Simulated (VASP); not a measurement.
Write the native input for VASP 6.6.1 that does the following.

| Property | Result |
| --- | --- |
| Task | single point |
| Functional | PBE |
| Potentials or basis | VASP PAW PBE potentials, release 64 (Ag, As) |
| Cutoff | 520 eV |
| k mesh | 5 × 8 × 5 |
| Occupations | gaussian, width 0.1 eV |
| Spin | no spin polarisation |
| Dipole correction | no |
| Further INCAR settings | ALGO = Normal; EDIFF = 1e-06; NBANDS = 24 |

The structure of AgAs lies in POSCAR:

```
AgAs
1.0
    4.9913820000      0.0000000000      0.0000000000
    0.0000000000      2.9607890000      0.0000000000
    0.0000000000      0.0000000000      5.1726990000
Ag As
2 2
Direct
    0.7500000000      0.0000000000      0.1647710000
    0.2500000000      0.0000000000      0.8352290000
    0.2500000000      0.5000000000      0.3343550000
    0.7500000000      0.5000000000      0.6656450000
```

One way to write it, as run:

INCAR

```
ALGO = Normal ; EDIFF = 1E-6
ENCUT = 520 ; GGA = PE
ISIF = 2 ; ISMEAR = 0
LASPH = T ; LCHARG = F
LREAL = F ; LWAVE = F
NBANDS = 24 ; NELM = 60
PREC = Accurate ; SIGMA = 0.1
```

KPOINTS

```
k-points
0
Gamma
  5 8 5
```

Potentials or basis: VASP PAW PBE potentials, release 64 (Ag, As).

Command:

```console
$ cat potpaw_PBE.64/Ag/POTCAR potpaw_PBE.64/As/POTCAR > POTCAR
$ mpirun -np 1 vasp_std > vasp.out
```

It gave:

```yaml
Pressure: -1.0 GPa
Largest_force: 0.080 eV/Å
Band_gap_on_the_k_mesh: zero (bands 16 and 17 overlap by 2.28 eV)
```

Wall time 29 s on 1 thread of AMD EPYC 9R45 96-Core Processor (Zen 5) (shared host), peak memory 0.2 GiB.
